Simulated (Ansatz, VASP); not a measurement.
# HfN: VASP beside Ansatz

The input INCAR:

```
PREC = Accurate
ENCUT = 520
EDIFF = 1E-6
ISMEAR = 0
SIGMA = 0.1
LREAL = F
LASPH = T
NELM = 60
ALGO = Normal
ISIF = 2
LWAVE = F
LCHARG = T
GGA = CA
LELF = T
LVHAR = T
NBANDS = 14
```

File KPOINTS:

```
Automatic mesh
0
Gamma
  16 16 16
```

POSCAR

```
HfN
1.0
    0.0000000000      2.2558601200      2.2558601200
    2.2558601200      0.0000000000      2.2558601200
    2.2558601200      2.2558601200      0.0000000000
Hf N
1 1
Direct
    0.0000000000      0.0000000000      0.0000000000
    0.5000000000      0.5000000000      0.5000000000
```

Input for Ansatz:

```yaml
crystal:
  lattice:
    - [0.0, 2.25586012, 2.25586012]
    - [2.25586012, 0.0, 2.25586012]
    - [2.25586012, 2.25586012, 0.0]
  atoms:
    - { symbol: Hf, position: [0.0, 0.0, 0.0] }
    - { symbol: "N", position: [0.5, 0.5, 0.5] }
basis:
  ecutwfc: 420
kpoints:
  mp_grid: { grid: [16, 16, 16] }
hamiltonian:
  xc: lda
  pseudopotentials: { kind: paw, azcp: { folder: soft_1 } }
scf:
  occupations: { method: gaussian, width: 0.1 }
output:
  forces: true
  stress: true
  eigenvalues: true
```

Alike in both runs: task single point; functional LDA; k mesh 16 × 16 × 16; occupations gaussian, width 0.1 eV; no spin polarisation.

|  | VASP | Ansatz |
| --- | --- | --- |
| version | VASP 6.6.1 | Ansatz 0.2.0 |
| potentials or method | VASP PAW LDA potentials, release 64 (Hf_pv, N), cutoff 520 eV | scalar-relativistic, plane waves, PAW |
| valence electrons in the cell | 15 | 31 |

VASP gave:

* gap on the k mesh at the Fermi level (eV): none
* pressure (GPa): -9.5

**Question.** What did Ansatz give for the same quantities?

**Answer.** gap on the k mesh at the Fermi level (eV): none; pressure (GPa): -8.2.

Ansatz warns that its potentials were made for another functional, while VASP's fit it. LDA's correlation is that of Perdew and Zunger in VASP and of Perdew and Wang (1992) in Ansatz. A gap of «none» marks a metal or a gap that the smearing closes. VASP's potentials hold 15 valence electrons a cell and Ansatz's 31, so a difference there can come from the potentials and not from the codes.

Neither program's run includes spin-orbit coupling.
